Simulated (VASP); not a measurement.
# TiC (Immm) in VASP: further runs

The runs below take TiC through single point, with PBE.

All numbers are computed with VASP 6.6.1; they aren't measurements. Logs are shortened: lines on timing, memory, paths and dates and some standing lists are left out, and cuts for length are marked.

## Step 1: The cell of the first run

It takes space group Immm (No. 71, orthorhombic). The conventional cell has a = 2.831 Å, b = 3.290 Å, c = 4.328 Å, α = 90.00°, β = 90.00°, γ = 90.00°. Within 2.9 Å of Ti (site symmetry mmm) lie 6 C at 2.16 to 2.17 Å and 2 Ti at 2.83 Å. Within 2.9 Å of C (site symmetry mmm) lie 6 Ti at 2.16 to 2.17 Å and 2 C at 2.83 Å.

## Step 2: Single point, PBE (strain -0.1500 x Voigt [0, 0, 0, 0, 0, 1])

File INCAR:

```
ALGO = Normal
EDIFF = 1E-6
ENCUT = 520
GGA = PE
ISIF = 2
ISMEAR = 0
LASPH = True
LCHARG = False
LREAL = False
LWAVE = False
NBANDS = 15
NELM = 60
PREC = Accurate
SIGMA = 0.15
```

File KPOINTS:

```
k-points
0
Gamma
  18 18 18
```

File POSCAR:

```
TiC
1.0
   -0.1623000000      2.1640000000      2.1640000000
    2.1640000000     -0.1623000000      2.1640000000
    2.0017000000      2.0017000000      0.0000000000
Ti C
1 1
Direct
    0.0000000000      0.0000000000      0.0000000000
    0.5000000000      0.5000000000      0.5000000000
```

Potentials or basis: VASP PAW PBE potentials, release 64 (Ti_sv, C).

On the command line:

```bash
$ cat potpaw_PBE.64/Ti_sv/POTCAR potpaw_PBE.64/C/POTCAR > POTCAR
$ mpirun -np 1 vasp_std > vasp.out
```

OUTCAR:

```text
EDIFF = 1E-6
   ENCUT = 520
   GGA = PE
   ISIF = 2
   ISMEAR = 0
   LASPH = True
   LREAL = False
   NELM = 60
   PREC = Accurate

 ion  position               nearest neighbor table
   1  0.000  0.000  0.000-   2 2.16   2 2.16   2 2.17   2 2.17   2 2.17   2 2.17
   2  0.500  0.500  0.500-   1 2.16   1 2.16   1 2.17   1 2.17   1 2.17   1 2.17

  LATTYP: Found a body centered orthorhombic cell.
 ALAT       =     2.8308312878
 B/A-ratio  =     1.1621621622
 C/A-ratio  =     1.5288795269

  Lattice vectors:

 A1 = (   0.1623000000,  -2.1640000000,  -2.1640000000)
 A2 = (  -0.1623000000,   2.1640000000,  -2.1640000000)
 A3 = (   2.1640000000,  -0.1623000000,   2.1640000000)

Analysis of symmetry for initial positions (statically):
=====================================================================
 Subroutine PRICEL returns:
 Original cell was already a primitive cell.

 Routine SETGRP: Setting up the symmetry group for a
 body centered orthorhombic supercell.

 Subroutine GETGRP returns: Found  8 space group operations
 (whereof  8 operations were pure point group operations)
 out of a pool of  8 trial point group operations.

The static configuration has the point symmetry D_2h.

Analysis of symmetry for dynamics (positions and initial velocities):
=====================================================================
 Subroutine PRICEL returns:
 Original cell was already a primitive cell.

 Routine SETGRP: Setting up the symmetry group for a
 body centered orthorhombic supercell.

 Subroutine GETGRP returns: Found  8 space group operations
 (whereof  8 operations were pure point group operations)
 out of a pool of  8 trial point group operations.

The dynamic configuration has the point symmetry D_2h.

 Subroutine INISYM returns: Found  8 space group operations
 (whereof  8 operations are pure point group operations),
 and found     1 'primitive' translations

----------------------------------------------------------------------------------------

                                     Primitive cell

  volume of cell :      20.1536

  direct lattice vectors                    reciprocal lattice vectors
    -0.162300000  2.164000000  2.164000000    -0.214933586  0.214933586  0.231053604
     2.164000000 -0.162300000  2.164000000     0.214933586 -0.214933586  0.231053604
     2.001700000  2.001700000  0.000000000     0.249787680  0.249787680 -0.231053604

  length of vectors
     3.064658756  3.064658756  2.830831288     0.381809718  0.381809718  0.422106075

  position of ions in fractional coordinates (direct lattice)
     0.000000000  0.000000000  0.000000000
     0.500000000  0.500000000  0.500000000

  ion indices of the primitive-cell ions
   primitive index   ion index
                 1           1
                 2           2

----------------------------------------------------------------------------------------

 KPOINTS: k-points

Automatic generation of k-mesh.
 Grid dimensions read from file:
 generate k-points for:   18   18   18

 Generating k-lattice:

  Cartesian coordinates                     Fractional coordinates (reciprocal lattice)
    -0.011940755  0.011940755  0.012836311     0.055555556  0.000000000  0.000000000
     0.011940755 -0.011940755  0.012836311     0.000000000  0.055555556  0.000000000
     0.013877093  0.013877093 -0.012836311     0.000000000  0.000000000  0.055555556

  Length of vectors
     0.021211651  0.021211651  0.023450338

  Shift w.r.t. Gamma in fractional coordinates (k-lattice)
     0.000000000  0.000000000  0.000000000

 Subroutine IBZKPT returns following result:
 ===========================================

 Found    865 irreducible k-points:

 Following reciprocal coordinates:
            Coordinates               Weight
  0.000000  0.000000  0.000000      1.000000
  0.055556 -0.000000  0.000000      4.000000
  0.111111 -0.000000  0.000000      4.000000
  0.166667  0.000000  0.000000      4.000000
  0.222222 -0.000000  0.000000      4.000000
  0.277778 -0.000000  0.000000      4.000000
[... 16 lines left out ...]
 -0.277778  0.055556  0.000000      4.000000
 -0.222222  0.055556  0.000000      4.000000
 [... further k-points ...]
   k-points           NKPTS =    865   k-points in BZ     NKDIM =    865   number of bands    NBANDS=     15
   number of dos      NEDOS =    301   number of ions     NIONS =      2
   total plane-waves  NPLWV =  13824
   dimension x,y,z NGX =    24 NGY =   24 NGZ =   24
   dimension x,y,z NGXF=    48 NGYF=   48 NGZF=   48
   ions per type =               1   1
   NGX,Y,Z   is equivalent  to a cutoff of  13.02, 13.02, 14.09 a.u.
   NGXF,Y,Z  is equivalent  to a cutoff of  26.04, 26.04, 28.19 a.u.
 SYSTEM =  unknown system
   PREC   = accura    normal or accurate (medium, high low for compatibility)
   ISTART =      0    job   : 0-new  1-cont  2-samecut
   ICHARG =      2    charge: 1-file 2-atom 10-const
   ISPIN  =      1    spin polarized calculation?
   LNONCOLLINEAR =      F non collinear calculations
   LSORBIT =      F    spin-orbit coupling
   LASPH  =      T    aspherical Exc in radial PAW
   ENCUT  =  520.0 eV  38.22 Ry    6.18 a.u.   5.70  5.70  5.26*2*pi/ulx,y,z
   NELM   =     60;   NELMIN=  2; NELMDL= -5     # of ELM steps
   EDIFF  = 0.1E-05   stopping-criterion for ELM
   LREAL  =      F    real-space projection
   EDIFFG = 0.1E-04   stopping-criterion for IOM
   NSW    =      0    number of steps for IOM
   IBRION =     -1    ionic relax: 0-MD 1-quasi-New 2-CG
   NFREE  =      0    steps in history (QN), initial steepest desc. (CG)
   ISIF   =      2    stress and relaxation
   ISYM   =      2    0-nonsym 1-usesym 2-fastsym
   POTIM  = 0.5000    time-step for ionic-motion
   TEBEG  =    0.0;   TEEND  =   0.0 temperature during run
   PSTRESS=    0.0 pullay stress
   NELECT =      16.0000    total number of electrons
   NUPDOWN=      -1.0000    fix difference up-down
   EMIN   =  10.00;   EMAX   =-10.00  energy-range for DOS
   EFERMI =   0.00;   METHOD = LEGACY
   ISMEAR =     0;   SIGMA  =   0.15  broadening in eV -4-tet -1-fermi 0-gaus
   EFERMI_NEDOS =   21; number of points for ismear=-14 and -15
   IALGO  =     38    algorithm
   IMIX   =      4    mixing-type and parameters
     AMIX     =   0.40;   BMIX     =  1.00
     AMIX_MAG =   1.60;   BMIX_MAG =  1.00
  volume/ion in A,a.u.               =      10.08        68.00
  Fermi-wavevector in a.u.,A,eV,Ry     =   1.515878  2.864594 31.264627  2.297885
  Thomas-Fermi vector in A             =   2.625343
   LORBIT       =      0    0 simple, 1 ext, 2 COOP (PROOUT), +10 PAW based schemes
   GGA     = PE    functional components
   LHFCALC =     F    Hartree Fock is set to
   AEXX    =    0.0000 exact exchange contribution
   IVDW    =     0    specifies the selected vdW correction
   LEPSILON=     F    determine dielectric tensor
   LRPA    =     F    only Hartree local field effects (RPA)
 non-spin polarized calculation
 Gauss-broadening in eV      SIGMA  =   0.15
  energy-cutoff  :      520.00
  volume of cell :       20.15
 maximum number of plane-waves:       554
   NGX = 11   NGY = 11   NGZ = 11

 number of electron      16.0000002 magnetization

 Free energy of the ion-electron system (eV)
  ---------------------------------------------------
  ext. energy  EPLUGINS =         0.00000000
  ---------------------------------------------------
  free energy    TOTEN  =       -18.46991703 eV

  energy without entropy =      -18.46630958  energy(sigma->0) =      -18.46811331

 E-fermi :   9.6143     XC(G=0): -12.7456

 val. band max:        9.6128399067   @ k =   0.4444  -0.0000   0.3889
 cond. band min:       9.6150244243   @ k =   0.3889   0.0000   0.3333
 fundamental gap:      0.0021845176
 Fermi energy:         9.6142577878

 k-point     1 :       0.0000    0.0000    0.0000
  band No.  band energies     occupation
      1     -47.0307      2.00000
      2     -23.0922      2.00000
      3     -23.0572      2.00000
      4     -22.9635      2.00000
      5      -2.9480      2.00000
      6       9.5560      1.41716
      7       9.9059      0.00597
      8      10.6592      0.00000
      9      10.9890      0.00000
     10      11.0652      0.00000
     11      11.3949      0.00000
     12      11.4434      0.00000
     13      11.9607      0.00000
     14      20.1778      0.00000
     15      23.8131      0.00000

 k-point     2 :       0.0556   -0.0000    0.0000
  band No.  band energies     occupation
      1     -47.0289      2.00000
      2     -23.1015      2.00000
      3     -23.0624      2.00000
      4     -22.9650      2.00000
      5      -2.8834      2.00000
      6       9.2773      1.99851
      7       9.6384      0.81989
      8      10.5855      0.00000
      9      10.7965      0.00000
     10      11.0070      0.00000
     11      11.1574      0.00000
     12      12.0475      0.00000
     13      12.5257      0.00000
     14      20.2914      0.00000
     15      23.8107      0.00000

 k-point     3 :       0.1111   -0.0000    0.0000
  band No.  band energies     occupation
      1     -47.0238      2.00000
      2     -23.1369      2.00000
      3     -23.0686      2.00000
      4     -22.9691      2.00000
      5      -2.6928      2.00000
      6       8.5860      2.00000
      7       9.1049      2.00000
      8      10.1718      0.00000
      9      10.4745      0.00000
     10      11.2378      0.00000
     11      11.3964      0.00000
     12      12.9350      0.00000
     13      13.3224      0.00000
     14      20.5883      0.00000
     15      23.7519      0.00000
[... 343 lines left out ...]
 k-point    23 :      -0.2778    0.0556    0.0000
  band No.  band energies     occupation
      1     -46.9929      2.00000
      2     -23.3643      2.00000
      3     -23.0936      2.00000
      4     -22.9907      2.00000
      5      -1.3129      2.00000
      6       5.7614      2.00000
      7       7.3063      2.00000
      8       8.3607      2.00000
      9      11.3426      0.00000
     10      11.9118      0.00000
     11      12.5484      0.00000
     12      15.3940      0.00000
     13      16.2318      0.00000
     14      20.6025      0.00000
     15      24.0363      0.00000

 k-point    24 :      -0.2222    0.0556    0.0000
  band No.  band energies     occupation
      1     -47.0031      2.00000
      2     -23.2871      2.00000
      3     -23.0918      2.00000
      4     -22.9823      2.00000
      5      -1.8070      2.00000
      6       6.6042      2.00000
      7       7.7276      2.00000
      8       8.7435      2.00000
      9      11.1770      0.00000
     10      11.6239      0.00000
     11      12.2759      0.00000
     12      14.5345      0.00000
     13      15.5715      0.00000
     14      21.1096      0.00000
     15      23.5789      0.00000

 [... further k-points ...]

------------------------ aborting loop because EDIFF is reached ----------------------------------------

  FORCE on cell =-STRESS in cart. coord.  units (eV):
  Direction    XX          YY          ZZ          XY          YZ          ZX
  --------------------------------------------------------------------------------------
  -------------------------------------------------------------------------------------
  Total        0.4549382      0.4549382      0.1150803      3.1298897      0.0000000      0.0000000
  in kB       36.1668812     36.1668812      9.1487009    248.8213556      0.0000000      0.0000000
  external PRESSURE =      27.1608211 kB  Pullay stress =       0.0000000 kB

 VOLUME and BASIS-vectors are now :
 -----------------------------------------------------------------------------
  energy-cutoff  :      520.00
  volume of cell :       20.15
      direct lattice vectors                 reciprocal lattice vectors
    -0.162300000  2.164000000  2.164000000    -0.214933586  0.214933586  0.231053604
     2.164000000 -0.162300000  2.164000000     0.214933586 -0.214933586  0.231053604
     2.001700000  2.001700000  0.000000000     0.249787680  0.249787680 -0.231053604

 POSITION                                       TOTAL-FORCE (eV/Angst)
 -----------------------------------------------------------------------------------
      0.00000      0.00000      0.00000         0.000000      0.000000      0.000000
      2.00170      2.00170      2.16400        -0.000000     -0.000000      0.000000
 -----------------------------------------------------------------------------------
    total drift:                                0.000000     -0.000000     -0.000000

  FREE ENERGIE OF THE ION-ELECTRON SYSTEM (eV)
  ---------------------------------------------------
  free  energy   TOTEN  =       -18.4699170311 eV

  energy  without entropy=      -18.4663095794  energy(sigma->0) =      -18.46811331
```

Wall time 3.3 min (1 thread of Intel Xeon Platinum 8488C (Sapphire Rapids), shared host); peak memory 0.36 GiB.

Results:

* Free energy: -18.4699 eV
* Pressure: 2.7 GPa
* Band gap on the k mesh: zero (bands 8 and 9 overlap by 1.42 eV)

Stress tensor (GPa, compression positive):
```
 3.62 24.88  0.00
24.88  3.62  0.00
 0.00  0.00  0.91
```

Levels at points of the mesh, in eV from the Fermi level:
| k point | band 6 | band 7 | band 8 | band 9 | band 10 | band 11 |
| --- | --- | --- | --- | --- | --- | --- |
| (0.00, 0.00, 0.00) | -0.06 | 0.29 | 1.04 | 1.37 | 1.45 | 1.78 |
| (0.50, 0.00, 0.00) | -6.00 | -3.06 | -1.86 | 1.93 | 3.10 | 3.94 |
| (0.50, 0.50, 0.00) | -3.56 | -1.75 | -1.07 | 1.00 | 2.78 | 3.50 |
| (0.00, 0.00, 0.50) | -5.94 | -3.79 | -2.89 | 2.72 | 2.94 | 4.70 |
| (0.50, 0.00, 0.50) | -3.57 | -1.72 | -0.13 | -0.07 | 2.46 | 3.39 |

Caveat: the cell differs from its parent crystal (strain -0.1500 x Voigt [0, 0, 0, 0, 0, 1]).

[end of part 1 of 2]
